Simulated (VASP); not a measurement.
A run of VASP 6.6.1 is set up as follows.

File INCAR:

```
ALGO = Normal ; EDIFF = 1E-7
ENCUT = 520 ; GGA = PE
ISIF = 2 ; ISMEAR = 0
ISPIN = 2 ; LASPH = T
LCHARG = T ; LELF = T
LMAXMIX = 4 ; LORBIT = 11
LREAL = F ; LVHAR = T
LWAVE = F ; MAGMOM = 0 0 0 1 1
NBANDS = 43 ; NELM = 150
PREC = Accurate ; SIGMA = 0.1
```

KPOINTS

```
k-points
0
Gamma
  4 4 4
```

The input POSCAR:

```
Ga3IrRu
1.0
    4.6770912233      0.0000000000      0.0000000000
    0.0000000000      4.6770912233      0.0000000000
    0.0000000000      0.0000000000      4.6770912233
Ga Ru Ir
3 1 1
Direct
    0.5000000000      0.0000000000      0.0000000000
    0.0000000000      0.5000000000      0.0000000000
    0.0000000000      0.0000000000      0.5000000000
    0.5000000000      0.5000000000      0.5000000000
    0.0000000000      0.0000000000      0.0000000000
```

Potentials or basis: VASP PAW PBE potentials, release 64 (Ga_d, Ru_pv, Ir).

Run with:

```sh
$ cat potpaw_PBE.64/Ga_d/POTCAR potpaw_PBE.64/Ru_pv/POTCAR potpaw_PBE.64/Ir/POTCAR > POTCAR
$ mpirun -np 1 vasp_std > vasp.out
```

Task: Predict the site moments.

Result: Ga +0.02; Ru +1.91; Ir +0.12 μB.

Task: Predict the net moment.

Result: 2.35 μB per cell.

Task: What does it give for the pressure?

Result: 2.5 GPa.
